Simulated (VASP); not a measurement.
The system is AgCl.

```
Ag Cl
1.0
     4.45918    0.00000    0.00000
    -2.22959    3.86176    0.00000
     0.00000    0.00000    5.72250
Ag Cl
2 2
Direct
  0.33333 0.66667 0.93778
  0.66667 0.33333 0.43778
  0.33333 0.66667 0.43722
  0.66667 0.33333 0.93722
```

This cell differs from its parent crystal: biaxial xy strain -1.3%.

Base run:

| Quantity | Value |
| --- | --- |
| Program | VASP 6.6.1 |
| Functional | PBE |
| Potentials or basis | VASP PAW PBE potentials, release 64 (Ag, Cl) |
| Cutoff | 520 eV |
| k mesh | 6 × 6 × 4 |
| Occupations | fermi-dirac, width 0.02 eV |
| Spin | no spin polarisation |

Its results: band gap on the k mesh 1.35 eV, direct; pressure 2.3 GPa.

Task: The run is repeated on the same cell with these changes: functional from PBE to r2SCAN; occupations from fermi-dirac, width 0.02 eV to gaussian, width 0.01 eV. What comes out?

Result: Band gap on the k mesh 1.73 eV, direct; pressure 1.1 GPa.

Caveats: the PAW data sets were made with another functional, which shifts forces and pressure a little (some runs).

